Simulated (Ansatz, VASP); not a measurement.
## InP3: VASP beside Ansatz

```
In P
1.0
     3.71499    2.14485    3.42695
    -3.71499    2.14485    3.42695
     0.00000   -4.28970    3.42695
In P
2 6
Direct
  0.27328 0.27328 0.27328
  0.72672 0.72672 0.72672
  0.79471 0.24119 0.79471
  0.79471 0.79471 0.24119
  0.24119 0.79471 0.79471
  0.20529 0.75881 0.20529
  0.75881 0.20529 0.20529
  0.20529 0.20529 0.75881
```

Change from the starting cell: strain +0.0450 x Voigt [0, 0, 1, 0, 0, 0], atoms carried along.

Alike in both runs: task single point; functional PBEsol; k mesh 6 × 6 × 6; occupations gaussian, width 0.15 eV; no spin polarisation.

```csv
,VASP,Ansatz
version,VASP 6.6.1,Ansatz 0.2.0
potentials or method,"VASP PAW PBE potentials, release 64 (In_d, P), cutoff 520 eV","scalar-relativistic, plane waves, PAW"
valence electrons in the cell,56,56
```

|  | VASP | Ansatz | Ansatz less VASP |
| --- | --- | --- | --- |
| gap on the k mesh at the Fermi level (eV) | none | none | - |
| pressure (GPa) | -2.8 | -2.8 | +0.02 |
| traceless stress, the component that is largest in VASP (GPa) | -1.85 | -1.87 | -0.015 |
| rms of the force components (eV/Å) | 0.231 | 0.220 | -0.0109 |

VASP's potentials were made for PBE, not for PBEsol. Atom by atom the forces differ by 0.012 eV/Å (rms over components). A gap of «none» marks a metal or a gap that the smearing closes. With one functional, cell and mesh, what is left measures potentials, basis and numerics.
